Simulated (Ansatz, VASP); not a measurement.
# SnO2: VASP beside Ansatz

File INCAR:

```
SYSTEM = SnO2
PREC = Accurate
ENCUT = 520
EDIFF = 1E-7
ISMEAR = 0
SIGMA = 0.05
LREAL = .FALSE.
LASPH = .TRUE.
NELM = 60
ALGO = Normal
ISIF = 2
LWAVE = .FALSE.
LCHARG = .FALSE.
GGA = PE
NBANDS = 20
```

Contents of KPOINTS:

```
regular mesh
0
G
  12 12 12
  0 0 0
```

File POSCAR:

```
SnO2
1.0
    1.6022668400      0.9250691914      4.8741482374
   -1.6022668400      0.9250691914      4.8741482374
    0.0000000000     -1.8501383828      4.8741482374
Sn O
1 2
Direct
    0.5000000000      0.5000000000      0.5000000000
    0.2521652253      0.2521652253      0.2521652253
    0.7478347747      0.7478347747      0.7478347747
```

Input for Ansatz:

```yaml
crystal:
  lattice:
    - [1.60226684, 0.9250691914, 4.8741482374]
    - [-1.60226684, 0.9250691914, 4.8741482374]
    - [0.0, -1.8501383828, 4.8741482374]
  atoms:
    - { symbol: Sn, position: [0.5, 0.5, 0.5] }
    - { symbol: O, position: [0.2521652253, 0.2521652253, 0.2521652253] }
    - { symbol: O, position: [0.7478347747, 0.7478347747, 0.7478347747] }
basis:
  ecutwfc: 520.0
kpoints:
  mp_grid: { grid: [12, 12, 12] }
hamiltonian:
  xc: pbe
  pseudopotentials: { kind: paw, azcp: { folder: soft_1 } }
scf:
  occupations: { method: gaussian, width: 0.05 }
output:
  forces: true
  stress: true
  eigenvalues: true
```

Alike in both runs: task single point; functional PBE; k mesh 12 × 12 × 12; occupations gaussian, width 0.05 eV; no spin polarisation.

|  | VASP | Ansatz |
| --- | --- | --- |
| version | VASP 6.6.1 | Ansatz 0.2.0 |
| potentials or method | VASP PAW PBE potentials, release 64 (Sn_d, O), cutoff 520 eV | scalar-relativistic, plane waves, PAW |
| valence electrons in the cell | 26 | 26 |

|  | VASP | Ansatz | Ansatz less VASP |
| --- | --- | --- | --- |
| gap on the k mesh at the Fermi level (eV) | 1.44 | 1.47 | +0.024 |
| least direct gap on the mesh (eV) | 1.45 | 1.48 | +0.028 |
| pressure (GPa) | -11.9 | -12.3 | -0.43 |
| traceless stress, the component that is largest in VASP (GPa) | -10.91 | -10.79 | +0.126 |
| rms of the force components (eV/Å) | 1.289 | 1.316 | +0.0267 |

Atom by atom the forces differ by 0.027 eV/Å (rms over components). The functional is the same, so the differences come from potentials, cutoffs and numerics.
